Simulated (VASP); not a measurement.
# Al3GaN4 (Pm) in VASP: further runs

Runs on Al3GaN4. Level: PBEsol. Tasks: single point.

All numbers are computed with VASP 6.6.1; they aren't measurements. Logs are shortened: lines on timing, memory, paths and dates and some standing lists are left out, and cuts for length are marked.

### Step 1. The cell of the first run

Symmetry: Pm, No. 6, monoclinic system. Conventional cell: a = 5.043 Å, b = 3.130 Å, c = 5.418 Å, α = 90.00°, β = 90.03°, γ = 90.00°. Al (site symmetry m) has 4 N at 1.85 to 1.91 Å within 2.5 Å. Within 2.5 Å of Al (site symmetry m) lie 4 N at 1.85 to 1.89 Å. Al (site symmetry m) has 4 N at 1.90 to 1.95 Å within 2.5 Å. Within 2.5 Å of Ga (site symmetry m) lie 4 N at 1.88 to 2.02 Å. N (site symmetry m) has 3 Al at 1.89 to 1.90 Å and 1 Ga at 1.98 Å within 2.5 Å. N (site symmetry m) has 4 Al at 1.89 to 1.91 Å within 2.5 Å. N (site symmetry m) has 2 Al at 1.85 Å and 2 Ga at 1.88 Å within 2.5 Å. N (site symmetry m) has 3 Al at 1.91 to 1.95 Å and 1 Ga at 2.02 Å within 2.5 Å.

### Step 2. Single point, PBEsol (atoms displaced along a vibrational mode)

The input, INCAR:

```
  ALGO = Normal
  EDIFF = 1E-6
  ENCUT = 520
  GGA = PS
  ISIF = 2
  ISMEAR = 0
  LASPH = T
  LCHARG = F
  LREAL = F
  LWAVE = F
  NBANDS = 31
  NELM = 100
  PREC = Accurate
  SIGMA = 0.05
```

The input, KPOINTS:

```
k-points
0
Gamma
  6 8 4
```

The input, POSCAR:

```
Al3GaN4
1.0
    5.0434079713      0.0000000000      0.0001149907
    0.0000000000      3.1300738974      0.0000000000
   -0.0032362569      0.0000000000      5.4179919474
Al Ga N
3 1 4
Direct
    0.4995814062      0.5000000000      0.1507288791
   -0.0080574294      0.5000000000      0.8352258538
    0.0068771168      0.0000000000      0.3346935770
    0.5018515045      0.0000000000      0.6746612229
    0.1099247544      0.0000000000      0.6724849366
    0.1214808965      0.5000000000      0.1624127901
    0.6246992535      0.5000000000      0.8295420333
    0.6211312949      0.0000000000      0.3188068911
```

Potentials or basis: VASP PAW PBE potentials, release 64 (Al, Ga_d, N).

The run is started by

```
cat potpaw_PBE.64/Al/POTCAR potpaw_PBE.64/Ga_d/POTCAR potpaw_PBE.64/N/POTCAR > POTCAR
mpirun -np 1 vasp_std > vasp.out
```

OUTCAR:

```text
EDIFF = 1E-6
   ENCUT = 520
   GGA = PS
   ISIF = 2
   ISMEAR = 0
   LASPH = T
   LREAL = F
   NELM = 100
   PREC = Accurate

 ion  position               nearest neighbor table
   1  0.500  0.500  0.151-   7 1.85   6 1.91   8 1.91   8 1.91   2 3.02   4 3.02   4 3.02   2 3.08
                             3 3.10   3 3.10   3 3.16   3 3.16
   2  0.992  0.500  0.835-   7 1.85   6 1.89   5 1.89   5 1.89   1 3.02   4 3.05   4 3.05   1 3.08
                             3 3.13   3 3.13   3 3.13   3 3.13   4 3.13   4 3.13
   3  0.007  0.000  0.335-   5 1.90   6 1.91   6 1.91   8 1.95   4 3.10   1 3.10   1 3.10   2 3.13
                             2 3.13   2 3.13   2 3.13   1 3.16   1 3.16
   4  0.502  0.000  0.675-   7 1.88   7 1.88   5 1.98   8 2.02   1 3.02   1 3.02   2 3.05   2 3.05
                             3 3.10   2 3.13   2 3.13
   5  0.110  0.000  0.672-   2 1.89   2 1.89   3 1.90   4 1.98
   6  0.121  0.500  0.162-   2 1.89   1 1.91   3 1.91   3 1.91
   7  0.625  0.500  0.830-   1 1.85   2 1.85   4 1.88   4 1.88
   8  0.621  0.000  0.319-   1 1.91   1 1.91   3 1.95   4 2.02

  LATTYP: Found a simple monoclinic cell.
 ALAT       =     5.0434079726
 B/A-ratio  =     0.6206267497
 C/A-ratio  =     1.0742721873
 COS(beta)  =    -0.0005745164

  Lattice vectors:

 A1 = (   5.0434079713,   0.0000000000,   0.0001149907)
 A2 = (   0.0000000000,   3.1300738974,   0.0000000000)
 A3 = (  -0.0032362569,   0.0000000000,   5.4179919474)

Analysis of symmetry for initial positions (statically):
=====================================================================
 Subroutine PRICEL returns:
 Original cell was already a primitive cell.

 Routine SETGRP: Setting up the symmetry group for a
 simple monoclinic supercell.

 Subroutine GETGRP returns: Found  2 space group operations
 (whereof  2 operations were pure point group operations)
 out of a pool of  4 trial point group operations.

The static configuration has the point symmetry C_1h.

Analysis of symmetry for dynamics (positions and initial velocities):
=====================================================================
 Subroutine PRICEL returns:
 Original cell was already a primitive cell.

 Routine SETGRP: Setting up the symmetry group for a
 simple monoclinic supercell.

 Subroutine GETGRP returns: Found  2 space group operations
 (whereof  2 operations were pure point group operations)
 out of a pool of  4 trial point group operations.

The dynamic configuration has the point symmetry C_1h.

 Subroutine INISYM returns: Found  2 space group operations
 (whereof  2 operations are pure point group operations),
 and found     1 'primitive' translations

----------------------------------------------------------------------------------------

                                     Primitive cell

  volume of cell :      85.5297

  direct lattice vectors                    reciprocal lattice vectors
     5.043407971  0.000000000  0.000114991     0.198278623  0.000000000  0.000118435
     0.000000000  3.130073897  0.000000000     0.000000000  0.319481275  0.000000000
    -0.003236257  0.000000000  5.417991947    -0.000004208  0.000000000  0.184570224

  length of vectors
     5.043407973  3.130073897  5.417992914     0.198278658  0.319481275  0.184570224

  position of ions in fractional coordinates (direct lattice)
     0.499581406  0.500000000  0.150728879
     0.991942571  0.500000000  0.835225854
     0.006877117  0.000000000  0.334693577
     0.501851505  0.000000000  0.674661223
     0.109924754  0.000000000  0.672484937
     0.121480897  0.500000000  0.162412790
     0.624699253  0.500000000  0.829542033
     0.621131295  0.000000000  0.318806891

  ion indices of the primitive-cell ions
   primitive index   ion index
                 1           1
                 2           2
                 3           3
                 4           4
                 5           5
                 6           6
                 7           7
                 8           8

----------------------------------------------------------------------------------------

 KPOINTS: k-points

Automatic generation of k-mesh.
 Grid dimensions read from file:
 generate k-points for:    6    8    4

 Generating k-lattice:

  Cartesian coordinates                     Fractional coordinates (reciprocal lattice)
     0.033046437  0.000000000  0.000019739     0.166666667  0.000000000  0.000000000
     0.000000000  0.039935159  0.000000000     0.000000000  0.125000000  0.000000000
    -0.000001052  0.000000000  0.046142556     0.000000000  0.000000000  0.250000000

  Length of vectors
     0.033046443  0.039935159  0.046142556

  Shift w.r.t. Gamma in fractional coordinates (k-lattice)
     0.000000000  0.000000000  0.000000000

 Subroutine IBZKPT returns following result:
 ===========================================

 Found     70 irreducible k-points:

 Following reciprocal coordinates:
            Coordinates               Weight
  0.000000  0.000000  0.000000      1.000000
  0.166667  0.000000  0.000000      2.000000
  0.333333  0.000000 -0.000000      2.000000
  0.500000  0.000000  0.000000      1.000000
  0.000000  0.125000  0.000000      2.000000
  0.166667  0.125000  0.000000      4.000000
[... 16 lines left out ...]
  0.333333  0.000000  0.250000      2.000000
  0.500000  0.000000  0.250000      2.000000
 [... further k-points ...]
   k-points           NKPTS =     70   k-points in BZ     NKDIM =     70   number of bands    NBANDS=     31
   number of dos      NEDOS =    301   number of ions     NIONS =      8
   total plane-waves  NPLWV =  38400
   dimension x,y,z NGX =    40 NGY =   24 NGZ =   40
   dimension x,y,z NGXF=    80 NGYF=   48 NGZF=   80
   ions per type =               3   1   4
   NGX,Y,Z   is equivalent  to a cutoff of  13.19, 12.75, 12.27 a.u.
   NGXF,Y,Z  is equivalent  to a cutoff of  26.37, 25.49, 24.55 a.u.
 SYSTEM =  unknown system
   PREC   = accura    normal or accurate (medium, high low for compatibility)
   ISTART =      0    job   : 0-new  1-cont  2-samecut
   ICHARG =      2    charge: 1-file 2-atom 10-const
   ISPIN  =      1    spin polarized calculation?
   LNONCOLLINEAR =      F non collinear calculations
   LSORBIT =      F    spin-orbit coupling
   LASPH  =      T    aspherical Exc in radial PAW
   ENCUT  =  520.0 eV  38.22 Ry    6.18 a.u.   9.38  5.82 10.07*2*pi/ulx,y,z
   NELM   =    100;   NELMIN=  2; NELMDL= -5     # of ELM steps
   EDIFF  = 0.1E-05   stopping-criterion for ELM
   LREAL  =      F    real-space projection
[... 7 lines left out ...]
   TEBEG  =    0.0;   TEEND  =   0.0 temperature during run
   PSTRESS=    0.0 pullay stress
   NELECT =      42.0000    total number of electrons
   NUPDOWN=      -1.0000    fix difference up-down
   EMIN   =  10.00;   EMAX   =-10.00  energy-range for DOS
   EFERMI =   0.00;   METHOD = LEGACY
   ISMEAR =     0;   SIGMA  =   0.05  broadening in eV -4-tet -1-fermi 0-gaus
   EFERMI_NEDOS =   21; number of points for ismear=-14 and -15
   IALGO  =     38    algorithm
   IMIX   =      4    mixing-type and parameters
     AMIX     =   0.40;   BMIX     =  1.00
     AMIX_MAG =   1.60;   BMIX_MAG =  1.00
  volume/ion in A,a.u.               =      10.69        72.15
  Fermi-wavevector in a.u.,A,eV,Ry     =   1.291573  2.440719 22.696701  1.668160
  Thomas-Fermi vector in A             =   2.423334
   LORBIT       =      0    0 simple, 1 ext, 2 COOP (PROOUT), +10 PAW based schemes
   GGA     = PS    functional components
   LHFCALC =     F    Hartree Fock is set to
   AEXX    =    0.0000 exact exchange contribution
   IVDW    =     0    specifies the selected vdW correction
   LEPSILON=     F    determine dielectric tensor
   LRPA    =     F    only Hartree local field effects (RPA)
 non-spin polarized calculation
 Gauss-broadening in eV      SIGMA  =   0.05
  energy-cutoff  :      520.00
  volume of cell :       85.53
 maximum number of plane-waves:      2328
 NGX is ok and might be reduce to    40
   NGX = 19   NGY = 11   NGZ = 21

 number of electron      42.0000001 magnetization

 Free energy of the ion-electron system (eV)
  ---------------------------------------------------
  ext. energy  EPLUGINS =         0.00000000
  ---------------------------------------------------
  free energy    TOTEN  =       -59.89222490 eV

  energy without entropy =      -59.89222490  energy(sigma->0) =      -59.89222490

 E-fermi :   6.0621     XC(G=0): -11.3199

 val. band max:        5.8100675365   @ k =   0.0000   0.0000   0.0000
 cond. band min:       9.1994840609   @ k =   0.0000   0.0000   0.0000
 fundamental gap:      3.3894165244
 Fermi energy:         6.0620757803

 k-point     1 :       0.0000    0.0000    0.0000
  band No.  band energies     occupation
      1      -9.7347      2.00000
      2      -8.4386      2.00000
      3      -7.9969      2.00000
      4      -7.2193      2.00000
      5      -7.0880      2.00000
      6      -7.0783      2.00000
[... 23 lines left out ...]
     30      16.6804      0.00000
     31      16.6878      0.00000

 k-point     2 :       0.1667    0.0000    0.0000
  band No.  band energies     occupation
      1      -9.6528      2.00000
      2      -8.4559      2.00000
      3      -7.9724      2.00000
      4      -7.2195      2.00000
      5      -7.1549      2.00000
      6      -7.0821      2.00000
[... 23 lines left out ...]
     30      16.6221      0.00000
     31      16.8713      0.00000

 k-point     3 :       0.3333    0.0000   -0.0000
  band No.  band energies     occupation
      1      -9.4483      2.00000
      2      -8.5206      2.00000
      3      -7.9337      2.00000
      4      -7.3234      2.00000
      5      -7.2200      2.00000
      6      -7.0871      2.00000
[... 703 lines left out ...]
     30      16.4140      0.00000
     31      16.9389      0.00000

 k-point    24 :       0.5000    0.0000    0.2500
  band No.  band energies     occupation
      1      -9.2475      2.00000
      2      -8.4459      2.00000
      3      -7.9013      2.00000
      4      -7.5268      2.00000
      5      -7.2204      2.00000
      6      -7.0755      2.00000
[... 23 lines left out ...]
     30      16.3803      0.00000
     31      16.9998      0.00000

 [... further k-points ...]

------------------------ aborting loop because EDIFF is reached ----------------------------------------

  FORCE on cell =-STRESS in cart. coord.  units (eV):
  Direction    XX          YY          ZZ          XY          YZ          ZX
  --------------------------------------------------------------------------------------
  -------------------------------------------------------------------------------------
  Total        0.0783507      1.0611174     -0.3225200      0.0000000      0.0000000      0.2654807
  in kB        1.4676978     19.8772812     -6.0415756      0.0000000      0.0000000      4.9730924
  external PRESSURE =       5.1011345 kB  Pullay stress =       0.0000000 kB

 VOLUME and BASIS-vectors are now :
 -----------------------------------------------------------------------------
  energy-cutoff  :      520.00
  volume of cell :       85.53
      direct lattice vectors                 reciprocal lattice vectors
     5.043407971  0.000000000  0.000114991     0.198278623  0.000000000  0.000118435
     0.000000000  3.130073897  0.000000000     0.000000000  0.319481275  0.000000000
    -0.003236257  0.000000000  5.417991947    -0.000004208  0.000000000  0.184570224

 POSITION                                       TOTAL-FORCE (eV/Angst)
 -----------------------------------------------------------------------------------
      2.51911      1.56504      0.81671        -0.002745      0.000000      1.589802
      5.00007      1.56504      4.52536         0.863257      0.000000     -0.014034
      0.03360      0.00000      1.81337        -0.436761      0.000000     -0.315421
      2.52886      0.00000      3.65537        -0.643463      0.000000     -1.890598
      0.55222      0.00000      3.64353         0.050631      0.000000     -0.294290
      0.61215      1.56504      0.87997         0.045356      0.000000      0.236363
      3.14793      1.56504      4.49452         0.011793      0.000000      0.462539
      3.13159      0.00000      1.72736         0.111932      0.000000      0.225640
 -----------------------------------------------------------------------------------
    total drift:                               -0.000817     -0.000000      0.000556

  FREE ENERGIE OF THE ION-ELECTRON SYSTEM (eV)
  ---------------------------------------------------
  free  energy   TOTEN  =       -59.8922248955 eV

  energy  without entropy=      -59.8922248955  energy(sigma->0) =      -59.89222490
```

Run time: 2.1 min. Hardware: 1 thread of Intel Xeon Platinum 8488C (Sapphire Rapids), shared host; peak memory 0.29 GiB.

Results:

```
Free energy            : -59.8922 eV
Pressure               : 0.5 GPa
Largest force          : 1.997 eV/Å
Band gap on the k mesh : 3.39 eV
```

Forces in eV/Å, atoms in the order of the input:
```
Al  -0.003  0.000  1.590
Al   0.863  0.000 -0.014
Al  -0.437  0.000 -0.315
Ga  -0.643  0.000 -1.891
N    0.051  0.000 -0.294
N    0.045  0.000  0.236
N    0.012  0.000  0.463
N    0.112  0.000  0.226
```

Stress tensor (GPa, compression positive):
```
 0.15  0.00  0.50
 0.00  1.99  0.00
 0.50  0.00 -0.60
```

Caveat: the cell differs from its parent crystal (atoms displaced along a vibrational mode); the PAW data sets were made with another functional, which shifts forces and pressure a little. A k mesh can miss the band edges.

### Step 3. Single point, PBEsol (atoms displaced along a vibrational mode)

The input, INCAR:

```
PREC     = Accurate       # precision mode
ENCUT    = 520            # plane-wave cutoff, eV
EDIFF    = 1E-6           # SCF threshold, eV
ISMEAR   = 0              # smearing method
SIGMA    = 0.05           # smearing width, eV
LREAL    = False          # projectors in reciprocal space
LASPH    = True           # aspherical terms in the spheres
NELM     = 100            # most SCF steps
ALGO     = Normal         # electronic algorithm
ISIF     = 2              # what is computed and relaxed
LWAVE    = False          # write WAVECAR
LCHARG   = True           # write CHGCAR
GGA      = PS             # functional
LELF     = True           # ELF
LVHAR    = True         
NBANDS   = 31             # bands
```

The input, KPOINTS:

```
Automatic mesh
0
Gamma
  6 8 4
```

The input, POSCAR:

```
Al3GaN4
1.0
    5.0434079713      0.0000000000      0.0001149907
    0.0000000000      3.1300738974      0.0000000000
   -0.0032362569      0.0000000000      5.4179919474
Al Ga N
3 1 4
Direct
    0.5006624663      0.5000000000      0.1783966913
    0.0069061256      0.5000000000      0.8345254195
   -0.0027713028      0.0000000000      0.3296920056
    0.4978018533      0.0000000000      0.6605606874
    0.1120042866      0.0000000000      0.6622254595
    0.1231032753      0.5000000000      0.1703212478
    0.6254062975      0.5000000000      0.8472925696
    0.6245594666      0.0000000000      0.3312834634
```

Potentials or basis: VASP PAW PBE potentials, release 64 (Al, Ga_d, N).

The run is started by

```
cat potpaw_PBE.64/Al/POTCAR potpaw_PBE.64/Ga_d/POTCAR potpaw_PBE.64/N/POTCAR > POTCAR
mpirun -np 1 vasp_std > vasp.out
```

It took 1.9 min on 1 thread of Intel Xeon Platinum 8488C (Sapphire Rapids), shared host; peak memory 0.29 GiB.

The run converged. Its results:

* Free energy: -59.9879 eV
* Pressure: 0.0 GPa
* Largest force: 1.426 eV/Å
* Band gap on the k mesh: 3.30 eV

Forces on the atoms (eV/Å):
```
Al  -0.057  0.000 -1.005
Al  -0.479  0.000  0.038
Al   0.361  0.000  0.165
Ga   0.302  0.000  1.393
N   -0.031  0.000  0.199
N   -0.030  0.000 -0.152
N   -0.011  0.000 -0.350
N   -0.055  0.000 -0.290
```

Stress tensor (GPa, compression positive):
```
 0.25  0.00 -0.68
 0.00 -0.72  0.00
-0.68  0.00  0.62
```

Levels at points of the mesh, in eV from the valence-band top:
```csv
k point,band 18,band 19,band 20,band 21,band 22,band 23,band 24,band 25
"(0.00, 0.00, 0.00)",-0.96,-0.26,-0.19,0.00,3.30,5.27,5.69,5.80
"(0.50, 0.00, 0.00)",-0.88,-0.87,-0.50,-0.23,4.58,4.92,5.49,5.83
"(0.00, 0.50, 0.00)",-2.07,-2.04,-1.82,-1.52,5.22,5.44,7.32,7.57
"(0.50, 0.50, 0.00)",-1.58,-1.42,-1.12,-1.10,5.95,6.05,6.21,6.34
"(0.00, 0.00, 0.50)",-0.94,-0.92,-0.50,-0.13,5.31,5.51,6.76,7.10
"(0.50, 0.00, 0.50)",-1.56,-1.43,-1.32,-0.56,5.63,5.90,6.01,6.22
"(0.00, 0.50, 0.50)",-2.19,-1.92,-0.90,-0.86,4.95,5.22,5.44,5.76
"(0.50, 0.50, 0.50)",-1.67,-1.63,-1.46,-1.40,4.46,4.67,4.91,5.19
```

Caveat: the cell differs from its parent crystal (atoms displaced along a vibrational mode); the PAW data sets were made with another functional, which shifts forces and pressure a little.
